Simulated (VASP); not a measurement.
A run of VASP 6.6.1 is set up as follows.

Contents of INCAR:

```
PREC = Accurate
ENCUT = 520
EDIFF = 1E-6
ISMEAR = 0
SIGMA = 0.05
LREAL = Auto
LASPH = T
NELM = 60
ALGO = Normal
ISIF = 2
LWAVE = F
LCHARG = F
LDIPOL = T
IDIPOL = 3
DIPOL = 0.5 0.5 0.363
NBANDS = 55
```

KPOINTS

```
regular mesh
0
Gamma
  10 5 1
```

The input POSCAR:

```
H2C9
1.0
    2.4973154970      0.0000000000      0.0000000000
    0.0000000000      4.9946309939      0.0000000000
    0.0000000000      0.0000000000     20.5658806949
C H
18 4
Direct
    0.0000000000      0.2500000000      0.2262196243
    0.0000000000      0.7500000000      0.2262196243
    0.0000000000      0.5000000000      0.2691516229
    0.0000000000      0.0000000000      0.2691516229
    0.5000000000      0.5000000000      0.3120836215
    0.5000000000      0.0000000000      0.3120836215
    0.5000000000      0.7500000000      0.3550156201
    0.5000000000      0.2500000000      0.3550156201
    0.0000000000      0.7521409932      0.4008152447
    0.0000000000      0.2478484667      0.4008194267
    0.0000000000     -0.0000499717      0.4493920139
    0.0000000000      0.5000052675      0.4431701701
    0.5000000000     -0.0000558719      0.4972968507
    0.5000000000      0.4999714267      0.4858637431
    0.5000000000      0.2690119003      0.5386574951
    0.5000000000      0.7308297618      0.5386710748
    0.0000000000      0.3611969748      0.5752502274
    0.0000000000      0.6385307801      0.5752502274
   -0.2843917683      0.2504266612      0.1890712551
    0.2843917683      0.2504266612      0.1890712551
    0.2843917683      0.7495733388      0.1890712551
   -0.2843917683      0.7495733388      0.1890712551
```

Potentials or basis: VASP PAW LDA potentials, release 64 (C, H).

The run is started by

```console
$ cat potpaw_LDA.64/C/POTCAR potpaw_LDA.64/H/POTCAR > POTCAR
$ mpirun -np 1 vasp_std > vasp.out
```

Q: What does it give for the largest force?

A: 2.127 eV/Å.

Q: What does it give for the band gap on the k mesh?

A: 0.87 eV (least direct gap 1.05 eV).

Forces in eV/Å, atoms in the order of the input:
```
C    0.000  0.004  1.915
C    0.000 -0.004  1.915
C    0.000  0.000 -1.776
C    0.000  0.000 -1.806
C    0.000  0.000  0.454
C    0.000  0.000  0.215
C    0.000  0.645  1.740
C    0.000 -0.646  1.742
C    0.000  0.012  0.004
C    0.000 -0.014  0.002
C    0.000  0.003  0.010
C    0.000 -0.004 -0.002
C    0.000 -0.002  0.003
C    0.000  0.000 -0.001
C    0.000 -0.049 -0.010
C    0.000  0.047 -0.010
C    0.000 -0.055 -2.127
C    0.000  0.062 -2.126
H   -0.035 -0.002 -0.036
H    0.035 -0.002 -0.036
H    0.035  0.002 -0.036
H   -0.035  0.002 -0.036
```
